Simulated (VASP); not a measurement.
# CuO2 (Fm-3m) in VASP: single point with PBE+U

Aim: the single point of CuO2 with PBE+U.

Everything below comes from runs of VASP 6.6.1. Logs are shortened: lines on timing, memory, paths and dates and some standing lists are left out, and cuts for length are marked.

## (1) The cell of the first run

It takes space group Fm-3m (No. 225, cubic). The conventional cell has a = 4.888 Å, b = 4.888 Å, c = 4.888 Å, α = 90.00°, β = 90.00°, γ = 90.00°. Cu (site symmetry m-3m) has 8 O at 2.12 Å within 2.8 Å. O (site symmetry -43m) has 4 Cu at 2.12 Å and 6 O at 2.44 Å within 2.8 Å.

## (2) Single point, PBE+U, collinear spin

The input, INCAR:

```
  PREC = Accurate
  ENCUT = 520
  EDIFF = 1E-7
  ISMEAR = 0
  SIGMA = 0.1
  LREAL = F
  LASPH = T
  NELM = 150
  ALGO = Fast
  ISIF = 2
  LWAVE = F
  LCHARG = F
  ISPIN = 2
  MAGMOM = 1 -1 0 0 0 0
  LORBIT = 11
  LMAXMIX = 4
  LDAU = T
  LDAUTYPE = 2
  LDAUL = 2 -1
  LDAUU = 4 0
  LDAUJ = 0 0
  LDAUPRINT = 1
  GGA = PE
  NBANDS = 36
```

The input, KPOINTS:

```
Automatic mesh
0
Gamma
  14 14 7
```

The input, POSCAR:

```
CuO2
1.0
    0.0000000000      2.4441472340      2.4441472340
    4.8882944681      2.4441472340      2.4441472340
    4.8882944681      4.8882944681      0.0000000000
Cu O
2 4
Direct
    1.0000000000      0.0000000000      1.0000000000
    1.0000000000      0.0000000000      0.5000000000
    0.2500000000      0.2500000000      0.0000000000
    0.7500000000      0.7500000000      0.0000000000
    0.2500000000      0.2500000000      0.5000000000
    0.7500000000      0.7500000000      0.5000000000
```

Potentials or basis: VASP PAW PBE potentials, release 64 (Cu, O).

Run with:

```bash
$ cat potpaw_PBE.64/Cu/POTCAR potpaw_PBE.64/O/POTCAR > POTCAR
$ mpirun -np 1 vasp_std > vasp.out
```

OUTCAR:

```text
PREC = Accurate
   ENCUT = 520
   EDIFF = 1E-7
   ISMEAR = 0
   LREAL = F
   LASPH = T
   NELM = 150
   ISIF = 2
   ISPIN = 2
   LORBIT = 11
   GGA = PE

 ion  position               nearest neighbor table
   1  0.000  0.000  0.000-   4 2.12   3 2.12   4 2.12   3 2.12   6 2.12   5 2.12   5 2.12   6 2.12

   2  0.000  0.000  0.500-   6 2.12   5 2.12   6 2.12   5 2.12   4 2.12   3 2.12   3 2.12   4 2.12

   3  0.250  0.250  0.000-   1 2.12   1 2.12   2 2.12   2 2.12
   4  0.750  0.750  0.000-   1 2.12   1 2.12   2 2.12   2 2.12
   5  0.250  0.250  0.500-   2 2.12   2 2.12   1 2.12   1 2.12
   6  0.750  0.750  0.500-   2 2.12   2 2.12   1 2.12   1 2.12

  LATTYP: Found a simple tetragonal cell.
 ALAT       =     3.4565461668
 C/A-ratio  =     1.4142135624

  Lattice vectors:

 A1 = (   0.0000000000,  -2.4441472341,   2.4441472340)
 A2 = (   0.0000000000,  -2.4441472340,  -2.4441472340)
 A3 = (   4.8882944681,   0.0000000000,   0.0000000000)

Analysis of symmetry for initial positions (statically):
=====================================================================
 Subroutine PRICEL returns following result:

  LATTYP: Found a face centered cubic cell.
 ALAT       =     4.8882944681
[... 12 lines left out ...]
 Subroutine GETGRP returns: Found 16 space group operations
 (whereof 16 operations were pure point group operations)
 out of a pool of 16 trial point group operations.

The static configuration has the point symmetry D_4h.

Analysis of symmetry for dynamics (positions and initial velocities):
=====================================================================
 Subroutine PRICEL returns following result:

  LATTYP: Found a face centered cubic cell.
 ALAT       =     4.8882944681
[... 12 lines left out ...]
 Subroutine GETGRP returns: Found 16 space group operations
 (whereof 16 operations were pure point group operations)
 out of a pool of 16 trial point group operations.

The dynamic configuration has the point symmetry D_4h.

Analysis of structural, dynamic, and magnetic symmetry:
=====================================================================
 Subroutine PRICEL returns following result:

  LATTYP: Found a face centered cubic cell.
 ALAT       =     4.8882944681
[... 12 lines left out ...]
 Subroutine GETGRP returns: Found 16 space group operations
 (whereof 16 operations were pure point group operations)
 out of a pool of 16 trial point group operations.

[... 210 lines left out ...]
  o =  0.9734  v =  0.0000 -0.0000  0.8660 -0.0000  0.5000  0.0000  0.0000  0.0000  0.0000  0.0000      0.0000  0.0000  0.0000  0.0000  0.0000  0.0000  0.0000  0.0000  0.0000  0.0000
  o =  0.9759  v =  0.0000  0.0000  0.0000  0.0000  0.0000  0.3827  0.0000 -0.0000  0.9239  0.0000      0.0000  0.0000  0.0000  0.0000  0.0000  0.0000  0.0000  0.0000  0.0000  0.0000
  o =  0.9759  v =  0.0000  0.0000  0.0000  0.0000  0.0000 -0.9239  0.0000 -0.0000  0.3827  0.0000      0.0000  0.0000  0.0000  0.0000  0.0000  0.0000  0.0000  0.0000  0.0000  0.0000

 number of electron      46.0000002 magnetization       0.0000000

 Free energy of the ion-electron system (eV)
  ---------------------------------------------------
  ext. energy  EPLUGINS =         0.00000000
  ---------------------------------------------------
  free energy    TOTEN  =       -22.76975317 eV

  energy without entropy =      -22.74310449  energy(sigma->0) =      -22.75642883

 E-fermi :   3.4187     XC(G=0): -11.6179

 val. band max:        3.4185238403   @ k =   0.5000   0.5000   0.1429
 cond. band min:       3.4219499573   @ k =  -0.4286   0.2143   0.0000
 fundamental gap:      0.0034261170
 Fermi energy:         3.4186671780

 spin component 1

 k-point     1 :       0.0000    0.0000    0.0000
  band No.  band energies     occupation
      1     -15.7507      1.00000
      2     -14.2530      1.00000
      3     -13.3163      1.00000
      4     -12.1207      1.00000
      5      -3.3467      1.00000
      6      -2.3263      1.00000
[... 1817 lines left out ...]
     34      18.5866      0.00000
     35      20.4841      0.00000

 [... further k-points ...]

 [bands above 35 left out]

------------------------ aborting loop because EDIFF is reached ----------------------------------------

  FORCE on cell =-STRESS in cart. coord.  units (eV):
  Direction    XX          YY          ZZ          XY          YZ          ZX
  --------------------------------------------------------------------------------------
  -------------------------------------------------------------------------------------
  Total       -3.3770257     -1.1555636     -1.1555636      0.0000000      0.0000000      0.0000000
  in kB      -92.6409212    -31.7002247    -31.7002247      0.0000000      0.0000000      0.0000000
  external PRESSURE =     -52.0137902 kB  Pullay stress =       0.0000000 kB

 VOLUME and BASIS-vectors are now :
 -----------------------------------------------------------------------------
  energy-cutoff  :      520.00
  volume of cell :       58.40
      direct lattice vectors                 reciprocal lattice vectors
     0.000000000  2.444147234  2.444147234    -0.204570327  0.204570327  0.204570327
     4.888294468  2.444147234  2.444147234     0.204570327 -0.204570327  0.204570327
     4.888294468  4.888294468  0.000000000     0.000000000  0.204570327 -0.204570327

 POSITION                                       TOTAL-FORCE (eV/Angst)
 -----------------------------------------------------------------------------------
      0.00000      0.00000      0.00000        -0.000000      0.000000      0.000000
      2.44415      2.44415      0.00000         0.000000      0.000000      0.000000
      1.22207      1.22207      1.22207        -0.000000      0.000000      0.000000
      3.66622      3.66622      3.66622         0.000000     -0.000000     -0.000000
      3.66622      3.66622      1.22207        -0.000000      0.000000      0.000000
      6.11037      6.11037      3.66622         0.000000      0.000000     -0.000000
 -----------------------------------------------------------------------------------
    total drift:                                0.000000      0.000000      0.000000

  FREE ENERGIE OF THE ION-ELECTRON SYSTEM (eV)
  ---------------------------------------------------
  free  energy   TOTEN  =       -22.7697531720 eV

  energy  without entropy=      -22.7431044871  energy(sigma->0) =      -22.75642883

 total charge

# of ion       s       p       d       tot
------------------------------------------
    1        0.310   0.372   9.070   9.753
    2        0.310   0.372   9.070   9.753
    3        1.613   3.189   0.000   4.802
    4        1.613   3.189   0.000   4.802
    5        1.613   3.189   0.000   4.802
    6        1.613   3.189   0.000   4.802
--------------------------------------------------
tot          7.072  13.502  18.140  38.714

 magnetization (x)

# of ion       s       p       d       tot
------------------------------------------
    1       -0.007  -0.005   0.619   0.607
    2        0.007   0.005  -0.619  -0.607
    3        0.000   0.000   0.000   0.000
    4        0.000   0.000   0.000   0.000
    5        0.000   0.000   0.000   0.000
    6        0.000   0.000   0.000   0.000
--------------------------------------------------
tot          0.000   0.000   0.000   0.000
```

stdout:

```text
POSCAR found type information on POSCAR CuO
 POSCAR found :  2 types and       6 ions
 scaLAPACK will be used
 LDA part: xc-table for (Slater+PW92), standard interpolation
 POSCAR, INCAR and KPOINTS ok, starting setup
 FFT: planning ... GRIDC
 FFT: planning ... GRID_SOFT
 FFT: planning ... GRID
 WAVECAR not read
 entering main loop
WARNING in EDDRMM: call to ZHEGV failed, returncode =   6  3     34
WARNING in EDDRMM: call to ZHEGV failed, returncode =   8  4     31
WARNING in EDDRMM: call to ZHEGV failed, returncode =   8  4     31
WARNING in EDDRMM: call to ZHEGV failed, returncode =   8  4     31
WARNING in EDDRMM: call to ZHEGV failed, returncode =   6  3     32
WARNING in EDDRMM: call to ZHEGV failed, returncode =   6  3     33
WARNING in EDDRMM: call to ZHEGV failed, returncode =   6  3     31
WARNING in EDDRMM: call to ZHEGV failed, returncode =   8  4     31
WARNING in EDDRMM: call to ZHEGV failed, returncode =   8  4     31
```

Run time: 50 min. Hardware: 1 thread of Oxide Virtual Turin-like, shared host; peak memory 0.55 GiB.

Results:

* Free energy: -22.7698 eV
* Pressure: -5.2 GPa
* Band gap on the k mesh: zero (filled and empty bands overlap)
* Net moment: 0.00 μB per cell
* Site moments: Cu +0.61, -0.61; O +0.00 μB
* Valence electrons inside the program's atomic spheres: Cu 9.75; O 4.80

Eigenvalues of the final occupation matrices:
| site | spin | trace | eigenvalues |
| --- | --- | --- | --- |
| site 1 d | 1 | 4.85 | 0.96 0.97 0.97 0.98 0.98 |
| site 1 d | 2 | 4.24 | 0.73 0.79 0.79 0.96 0.97 |
| site 2 d | 1 | 4.24 | 0.73 0.79 0.79 0.96 0.97 |
| site 2 d | 2 | 4.85 | 0.96 0.97 0.97 0.98 0.98 |

Caveat: the stress differs along the axes, from -9 to -3 GPa.
